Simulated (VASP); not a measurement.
# Ti in VASP: settings compared

Aim: see how the results for Ti move with the level of theory and the settings. Levels: PBE, PBE+D4. Tasks: single point.

All numbers are computed with VASP 6.6.1; they aren't measurements. Logs are shortened: lines on timing, memory, paths and dates and some standing lists are left out, and cuts for length are marked.

**1. The cell of the first run**

Symmetry: Fm-3m, No. 225, cubic system. Conventional cell: a = 4.060 Å, b = 4.060 Å, c = 4.060 Å, α = 90.00°, β = 90.00°, γ = 90.00°. Ti (site symmetry m-3m) has 12 Ti at 2.87 Å within 3.8 Å.

**2. Single point, PBE**

INCAR

```
ALGO     = Normal         # electronic algorithm
EDIFF    = 1E-6           # SCF threshold, eV
ENCUT    = 500            # plane-wave cutoff, eV
GGA      = PE             # functional
GGA_COMPAT= False        
ISIF     = 2              # what is computed and relaxed
ISMEAR   = 0              # smearing method
ISYM     = 0            
LASPH    = True           # aspherical terms in the spheres
LCHARG   = True           # write CHGCAR
LELF     = True           # ELF
LREAL    = False          # projectors in reciprocal space
LVHAR    = True         
LWAVE    = False          # write WAVECAR
NBANDS   = 12             # bands
NELM     = 120            # most SCF steps
PREC     = Accurate       # precision mode
SIGMA    = 0.1            # smearing width, eV
```

KPOINTS

```
Automatic mesh
0
Gamma
  6 6 6
  0.5 0.5 0
```

POSCAR

```
Ti
1.0
    0.0000000000      2.0300000000      2.0300000000
    2.0300000000      0.0000000000      2.0300000000
    2.0300000000      2.0300000000      0.0000000000
Ti
1
Direct
    0.0000000000      0.0000000000      0.0000000000
```

Potentials or basis: VASP PAW PBE potentials, release 64 (Ti_sv).

On the command line:

```sh
> cat potpaw_PBE.64/Ti_sv/POTCAR > POTCAR
> mpirun -np 1 vasp_std > vasp.out
```

OUTCAR:

```text
EDIFF = 1E-6
   ENCUT = 500
   GGA = PE
   ISIF = 2
   ISMEAR = 0
   ISYM = 0
   LASPH = True
   LREAL = False
   NELM = 120
   PREC = Accurate

 ion  position               nearest neighbor table
   1  0.000  0.000  0.000-

IMPORTANT INFORMATION: All symmetrisations will be switched off!
NOSYMM: (Re-)initialisation of all symmetry stuff for point group C_1.

----------------------------------------------------------------------------------------

                                     Primitive cell

  volume of cell :      16.7309

  direct lattice vectors                    reciprocal lattice vectors
     0.000000000  2.030000000  2.030000000    -0.246305419  0.246305419  0.246305419
     2.030000000  0.000000000  2.030000000     0.246305419 -0.246305419  0.246305419
     2.030000000  2.030000000  0.000000000     0.246305419  0.246305419 -0.246305419

  length of vectors
     2.870853532  2.870853532  2.870853532     0.426613499  0.426613499  0.426613499

  position of ions in fractional coordinates (direct lattice)
     0.000000000  0.000000000  0.000000000

  ion indices of the primitive-cell ions
   primitive index   ion index
                 1           1

----------------------------------------------------------------------------------------

 KPOINTS: Automatic mesh

Automatic generation of k-mesh.
 Grid dimensions read from file:
 generate k-points for:    6    6    6

 Generating k-lattice:

  Cartesian coordinates                     Fractional coordinates (reciprocal lattice)
    -0.041050903  0.041050903  0.041050903     0.166666667  0.000000000  0.000000000
     0.041050903 -0.041050903  0.041050903     0.000000000  0.166666667  0.000000000
     0.041050903  0.041050903 -0.041050903     0.000000000  0.000000000  0.166666667

  Length of vectors
     0.071102250  0.071102250  0.071102250

  Shift w.r.t. Gamma in fractional coordinates (k-lattice)
     0.500000000  0.500000000  0.000000000

 Subroutine IBZKPT returns following result:
 ===========================================

 Found    324 irreducible k-points:

 Following reciprocal coordinates:
            Coordinates               Weight
  0.083333  0.083333  0.000000      2.000000
  0.000000  0.083333  0.083333      2.000000
  0.083333  0.000000  0.083333      2.000000
  0.250000  0.083333  0.000000      2.000000
  0.000000  0.250000  0.083333      2.000000
  0.083333  0.000000  0.250000      2.000000
[... 16 lines left out ...]
  0.416667  0.416667  0.333333      2.000000
  0.000000  0.083333  0.416667      2.000000
 [... further k-points ...]
   k-points           NKPTS =    324   k-points in BZ     NKDIM =    324   number of bands    NBANDS=     12
   number of dos      NEDOS =    301   number of ions     NIONS =      1
   total plane-waves  NPLWV =  13824
   dimension x,y,z NGX =    24 NGY =   24 NGZ =   24
   dimension x,y,z NGXF=    48 NGYF=   48 NGZF=   48
   ions per type =               1
   NGX,Y,Z   is equivalent  to a cutoff of  13.90, 13.90, 13.90 a.u.
   NGXF,Y,Z  is equivalent  to a cutoff of  27.80, 27.80, 27.80 a.u.
 SYSTEM =  unknown system
   PREC   = accura    normal or accurate (medium, high low for compatibility)
   ISTART =      0    job   : 0-new  1-cont  2-samecut
   ICHARG =      2    charge: 1-file 2-atom 10-const
   ISPIN  =      1    spin polarized calculation?
   LNONCOLLINEAR =      F non collinear calculations
   LSORBIT =      F    spin-orbit coupling
   LASPH  =      T    aspherical Exc in radial PAW
   ENCUT  =  500.0 eV  36.75 Ry    6.06 a.u.   5.23  5.23  5.23*2*pi/ulx,y,z
   NELM   =    120;   NELMIN=  2; NELMDL= -5     # of ELM steps
   EDIFF  = 0.1E-05   stopping-criterion for ELM
   LREAL  =      F    real-space projection
   EDIFFG = 0.1E-04   stopping-criterion for IOM
   NSW    =      0    number of steps for IOM
   IBRION =     -1    ionic relax: 0-MD 1-quasi-New 2-CG
   NFREE  =      0    steps in history (QN), initial steepest desc. (CG)
   ISIF   =      2    stress and relaxation
   ISYM   =      0    0-nonsym 1-usesym 2-fastsym
   POTIM  = 0.5000    time-step for ionic-motion
   TEBEG  =    0.0;   TEEND  =   0.0 temperature during run
   PSTRESS=    0.0 pullay stress
   NELECT =      12.0000    total number of electrons
   NUPDOWN=      -1.0000    fix difference up-down
   EMIN   =  10.00;   EMAX   =-10.00  energy-range for DOS
   EFERMI =   0.00;   METHOD = LEGACY
   ISMEAR =     0;   SIGMA  =   0.10  broadening in eV -4-tet -1-fermi 0-gaus
   EFERMI_NEDOS =   21; number of points for ismear=-14 and -15
   IALGO  =     38    algorithm
   IMIX   =      4    mixing-type and parameters
     AMIX     =   0.40;   BMIX     =  1.00
     AMIX_MAG =   1.60;   BMIX_MAG =  1.00
  volume/ion in A,a.u.               =      16.73       112.91
  Fermi-wavevector in a.u.,A,eV,Ry     =   1.465421  2.769245 29.217967  2.147460
  Thomas-Fermi vector in A             =   2.581280
   LORBIT       =      0    0 simple, 1 ext, 2 COOP (PROOUT), +10 PAW based schemes
   GGA     = PE    functional components
   LHFCALC =     F    Hartree Fock is set to
   AEXX    =    0.0000 exact exchange contribution
   IVDW    =     0    specifies the selected vdW correction
   LEPSILON=     F    determine dielectric tensor
   LRPA    =     F    only Hartree local field effects (RPA)
 non-spin polarized calculation
 Gauss-broadening in eV      SIGMA  =   0.10
  energy-cutoff  :      500.00
  volume of cell :       16.73
 maximum number of plane-waves:       440
 NGX is ok and might be reduce to    24
   NGX = 11   NGY = 11   NGZ = 11

 number of electron      12.0000002 magnetization

 Free energy of the ion-electron system (eV)
  ---------------------------------------------------
  ext. energy  EPLUGINS =         0.00000000
  ---------------------------------------------------
  free energy    TOTEN  =        -7.77769800 eV

  energy without entropy =       -7.76976539  energy(sigma->0) =       -7.77373169

 E-fermi :   8.6771     XC(G=0): -11.6744

 val. band max:        8.6517875690   @ k =   0.2500   0.1667   0.2500
 cond. band min:       8.6787289256   @ k =   0.1667   0.0833  -0.0833
 fundamental gap:      0.0269413566
 Fermi energy:         8.6771139761

 k-point     1 :       0.0833    0.0833    0.0000
  band No.  band energies     occupation
      1     -48.0001      2.00000
      2     -23.8785      2.00000
      3     -23.8449      2.00000
      4     -23.8449      2.00000
      5       2.7492      2.00000
      6       9.2948      0.00000
      7       9.6675      0.00000
      8       9.6675      0.00000
      9      11.0213      0.00000
     10      11.3157      0.00000
     11      24.3641      0.00000
     12      27.4654      0.00000

 k-point     2 :       0.0000    0.0833    0.0833
  band No.  band energies     occupation
      1     -48.0001      2.00000
      2     -23.8785      2.00000
      3     -23.8449      2.00000
      4     -23.8449      2.00000
      5       2.7492      2.00000
      6       9.2948      0.00000
      7       9.6675      0.00000
      8       9.6675      0.00000
      9      11.0213      0.00000
     10      11.3157      0.00000
     11      24.3641      0.00000
     12      27.4654      0.00000

 k-point     3 :       0.0833    0.0000    0.0833
  band No.  band energies     occupation
      1     -48.0001      2.00000
      2     -23.8785      2.00000
      3     -23.8449      2.00000
      4     -23.8449      2.00000
      5       2.7492      2.00000
      6       9.2948      0.00000
      7       9.6675      0.00000
      8       9.6675      0.00000
      9      11.0213      0.00000
     10      11.3157      0.00000
     11      24.3641      0.00000
     12      27.4654      0.00000

 k-point     4 :       0.2500    0.0833    0.0000
  band No.  band energies     occupation
      1     -47.9476      2.00000
      2     -24.1541      2.00000
      3     -23.8934      2.00000
      4     -23.8780      2.00000
      5       4.1225      2.00000
      6       8.6518      1.27979
      7       9.8079      0.00000
      8       9.9444      0.00000
      9      10.9334      0.00000
     10      11.5312      0.00000
     11      22.8306      0.00000
     12      25.0532      0.00000

 k-point     5 :       0.0000    0.2500    0.0833
  band No.  band energies     occupation
      1     -47.9476      2.00000
      2     -24.1541      2.00000
      3     -23.8934      2.00000
      4     -23.8780      2.00000
      5       4.1225      2.00000
      6       8.6518      1.27979
      7       9.8079      0.00000
      8       9.9444      0.00000
      9      10.9334      0.00000
     10      11.5312      0.00000
     11      22.8306      0.00000
     12      25.0532      0.00000
[... 228 lines left out ...]
      1     -47.8826      2.00000
      2     -24.4846      2.00000
      3     -23.9343      2.00000
      4     -23.9323      2.00000
      5       5.8464      2.00000
      6       8.6161      1.61216
      7       9.3770      0.00000
      8       9.6766      0.00000
      9      12.1537      0.00000
     10      12.2644      0.00000
     11      18.4935      0.00000
     12      23.8182      0.00000

 k-point    22 :       0.3333   -0.0833   -0.0833
  band No.  band energies     occupation
      1     -47.8826      2.00000
      2     -24.4846      2.00000
      3     -23.9343      2.00000
      4     -23.9323      2.00000
      5       5.8464      2.00000
      6       8.6161      1.61216
      7       9.3770      0.00000
      8       9.6766      0.00000
      9      12.1537      0.00000
     10      12.2644      0.00000
     11      18.4935      0.00000
     12      23.8182      0.00000

 k-point    23 :       0.4167    0.4167    0.3333
  band No.  band energies     occupation
      1     -47.8826      2.00000
      2     -24.4846      2.00000
      3     -23.9343      2.00000
      4     -23.9323      2.00000
      5       5.8464      2.00000
      6       8.6161      1.61215
      7       9.3770      0.00000
      8       9.6766      0.00000
      9      12.1537      0.00000
     10      12.2644      0.00000
     11      18.4935      0.00000
     12      23.8182      0.00000

 k-point    24 :       0.0000    0.0833    0.4167
  band No.  band energies     occupation
      1     -47.8826      2.00000
      2     -24.4846      2.00000
      3     -23.9343      2.00000
      4     -23.9323      2.00000
      5       5.8464      2.00000
      6       8.6161      1.61216
      7       9.3770      0.00000
      8       9.6766      0.00000
      9      12.1537      0.00000
     10      12.2644      0.00000
     11      18.4935      0.00000
     12      23.8182      0.00000

 [... further k-points ...]

------------------------ aborting loop because EDIFF is reached ----------------------------------------

  FORCE on cell =-STRESS in cart. coord.  units (eV):
  Direction    XX          YY          ZZ          XY          YZ          ZX
  --------------------------------------------------------------------------------------
  -------------------------------------------------------------------------------------
  Total        0.3889340      0.3889233      0.3889245      0.0000081      0.0000124      0.0000099
  in kB       37.2450388     37.2440100     37.2441297      0.0007802      0.0011876      0.0009464
  external PRESSURE =      37.2443928 kB  Pullay stress =       0.0000000 kB

 VOLUME and BASIS-vectors are now :
 -----------------------------------------------------------------------------
  energy-cutoff  :      500.00
  volume of cell :       16.73
      direct lattice vectors                 reciprocal lattice vectors
     0.000000000  2.030000000  2.030000000    -0.246305419  0.246305419  0.246305419
     2.030000000  0.000000000  2.030000000     0.246305419 -0.246305419  0.246305419
     2.030000000  2.030000000  0.000000000     0.246305419  0.246305419 -0.246305419

 POSITION                                       TOTAL-FORCE (eV/Angst)
 -----------------------------------------------------------------------------------
      0.00000      0.00000      0.00000        -0.000000     -0.000000     -0.000000
 -----------------------------------------------------------------------------------
    total drift:                               -0.000000     -0.000000     -0.000000

  FREE ENERGIE OF THE ION-ELECTRON SYSTEM (eV)
  ---------------------------------------------------
  free  energy   TOTEN  =        -7.7776980006 eV

  energy  without entropy=       -7.7697653878  energy(sigma->0) =       -7.77373169
```

It took 32 s on 1 thread of Intel Xeon Platinum 8488C (Sapphire Rapids), shared host; peak memory 0.18 GiB.

What came out:

```
Free energy            : -7.7777 eV
Pressure               : 3.7 GPa
Band gap on the k mesh : zero (band 6 reaches 9.29 eV, above the bottom of band 7 at 8.23 eV)
```

Caveat: the k points lie up to 0.45 Å⁻¹ apart.

**3. Single point, PBE+D4**

This run uses another cell than the first one, of 16.92 Å³/atom, 1.011 times its volume.

INCAR

```
  PREC = Accurate
  ENCUT = 500
  EDIFF = 1E-6
  ISMEAR = 0
  SIGMA = 0.1
  LREAL = F
  LASPH = T
  NELM = 120
  ALGO = Normal
  ISIF = 2
  LWAVE = F
  LCHARG = F
  GGA = PE
  IVDW = 13
  NBANDS = 12
  GGA_COMPAT = F
```

KPOINTS

```
Automatic mesh
0
Gamma
  6 6 6
```

POSCAR

```
Ti
1.0
    0.0544252175      2.0469312735      2.0120196704
    2.0873819424      0.0212349708      2.0452099171
    2.0757212348      2.0684608127      0.0328956784
Ti
1
Direct
    0.0000000000      0.0000000000      0.0000000000
```

Potentials or basis: VASP PAW PBE potentials, release 64 (Ti_sv).

On the command line:

```sh
> cat potpaw_PBE.64/Ti_sv/POTCAR > POTCAR
> mpirun -np 1 vasp_std > vasp.out
```

It took 11 s on 1 thread of Intel Xeon Platinum 8488C (Sapphire Rapids), shared host; peak memory 0.15 GiB.

The run converged. Its results:

- Free energy: -7.9760 eV
- Pressure: 1.3 GPa
- Band gap on the k mesh: zero (band 6 reaches 9.16 eV, above the bottom of band 7 at 8.33 eV)
- Dispersion energy per atom: -0.207 eV

Stress tensor (GPa, compression positive):
```
 1.12 -1.18 -1.77
-1.18  1.20  0.04
-1.77  0.04  1.53
```

Levels at points of the mesh, in eV from the Fermi level:
```csv
k point,band 4,band 5,band 6,band 7,band 8,band 9
"(0.00, 0.00, 0.00)",-32.45,-6.13,0.68,0.88,1.13,2.51
"(0.50, 0.00, 0.00)",-32.59,-2.60,0.56,0.89,0.98,3.68
"(0.00, 0.50, 0.00)",-32.55,-2.63,0.54,0.67,1.07,3.59
"(0.50, 0.50, 0.00)",-32.73,-2.63,-1.80,3.23,3.65,3.99
"(0.00, 0.00, 0.50)",-32.58,-2.62,0.63,0.78,0.92,3.56
"(0.50, 0.00, 0.50)",-32.69,-2.65,-1.75,2.90,3.68,3.93
"(0.00, 0.50, 0.50)",-32.72,-2.65,-1.74,2.84,3.66,3.93
"(0.50, 0.50, 0.50)",-32.54,-2.66,0.49,0.72,0.97,3.57
```

Caveat: the k points lie up to 0.45 Å⁻¹ apart; pairwise dispersion overbinds metals, which lowers pressure and volume.
